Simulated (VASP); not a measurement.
Set up this calculation in VASP 6.6.1, as the native input.

| Quantity | Value |
| --- | --- |
| Task | single point |
| Functional | PBEsol |
| Potentials or basis | VASP PAW PBE potentials, release 64 (Mg_sv, O) |
| Cutoff | 840 eV |
| k mesh | 12 × 12 × 12 |
| Occupations | gaussian, width 0.05 eV |
| Spin | no spin polarisation |
| Dipole correction | no |
| Further INCAR settings | ALGO = Normal; EDIFF = 1e-06; NBANDS = 18 |

The structure of MgO2 lies in POSCAR:

```
MgO2
1.0
    1.5646419906      0.9033464745      3.5813283468
   -1.5646419906      0.9033464745      3.5813283468
    0.0000000000     -1.8066929489      3.5813283468
Mg O
1 2
Direct
    0.0000000000      0.0000000000      0.0000000000
    0.4287860000      0.4287860000      0.4287860000
    0.5712140000      0.5712140000      0.5712140000
```

This cell differs from its parent crystal: strain -0.025 along x and y, +0.025 along z.

These files were run (other wordings do the same):

INCAR

```
PREC = Accurate ; ENCUT = 840
EDIFF = 1E-6 ; ISMEAR = 0
SIGMA = 0.05 ; LREAL = F
LASPH = T ; NELM = 120
ALGO = Normal ; ISIF = 2
LWAVE = F ; LCHARG = F
GGA = PS ; NBANDS = 18
GGA_COMPAT = F
```

KPOINTS

```
regular mesh
0
Gamma
  12 12 12
```

Potentials or basis: VASP PAW PBE potentials, release 64 (Mg_sv, O).

The run is started by

```console
$ cat potpaw_PBE.64/Mg_sv/POTCAR potpaw_PBE.64/O/POTCAR > POTCAR
$ mpirun -np 1 vasp_std > vasp.out
```

Results of the run:

The pressure is -3.6 GPa, the largest force is 1.056 eV/Å and the band gap on the k mesh is 1.63 eV.

Caveat: the cell differs from its parent crystal (strain -0.025 along x and y, +0.025 along z); the stress differs along the axes, from -17 to 3 GPa; the PAW data sets were made with another functional, which shifts forces and pressure a little.

Wall time 4.2 min on 1 thread of Intel(R) Xeon(R) Platinum 8488C (Sapphire Rapids), with other jobs on the host, peak memory 0.36 GiB.
